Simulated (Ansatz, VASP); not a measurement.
# One calculation of TaN, two programs

```
Ta N
1.0
     2.93994    0.00000    0.00000
    -1.46997    2.54606    0.00000
     0.00000    0.00000    2.89018
Ta N
1 1
Direct
  0.00000 0.00000 0.50000
  0.66667 0.33333 0.00000
```

Alike in both runs: task electric field gradients; functional PBEsol; k mesh 13 × 13 × 11; occupations fermi-dirac, width 0.05 eV; no spin polarisation.

|  | VASP | Ansatz |
| --- | --- | --- |
| version | VASP 6.6.1 | Ansatz 0.2.0 |
| potentials or method | VASP PAW PBE potentials, release 64 (Ta_sv_GW, N) | PAW with Ansatz's default frozen-core files, scalar-relativistic |
| plane-wave cutoff (eV) | 520 | 420 |
| valence electrons in the cell | 18 | 18 |

|  | VASP | Ansatz | Ansatz less VASP |
| --- | --- | --- | --- |
| size of Vzz on the site where it differs most (V/Å²) | 35.8 | 53.2 | +17.36 |

VASP's potentials were made for PBE, not for PBEsol.

Spin-orbit coupling is off throughout.
